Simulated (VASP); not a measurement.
Input of a VASP 6.6.1 run:

INCAR

```
PREC = Accurate
ENCUT = 600
EDIFF = 1E-7
ISMEAR = 0
SIGMA = 0.1
LREAL = F
LASPH = T
NELM = 80
ALGO = Normal
ISIF = 3
LWAVE = F
LCHARG = F
GGA = PE
IBRION = 2
NSW = 100
EDIFFG = -0.002
```

KPOINTS

```
Automatic mesh
0
Gamma
  15 15 12
```

Contents of POSCAR:

```
HfB2
1.0
    3.1326790800      0.0000000000      0.0000000000
   -1.5663395400      2.7129796700      0.0000000000
    0.0000000000      0.0000000000      3.4792139900
Hf B
1 2
Direct
    0.0000000000      0.0000000000      0.0000000000
    0.3333333300      0.6666666700      0.5000000000
    0.6666666700      0.3333333300      0.5000000000
```

Potentials or basis: VASP PAW PBE potentials, release 64 (Hf_pv, B).

Command:

```console
$ cat potpaw_PBE.64/Hf_pv/POTCAR potpaw_PBE.64/B/POTCAR > POTCAR
$ mpirun -np 1 vasp_std > vasp.out
```

(1) Estimate the band gap on the k mesh.

(2) Estimate the space group after relaxing (to 0.1 Å).

## Answers

(1) zero (bands 8 and 9 overlap by 1.04 eV).

(2) P6/mmm (No. 191).

Caveat: spin-orbit coupling is left out, which moves the levels of the heavy elements.
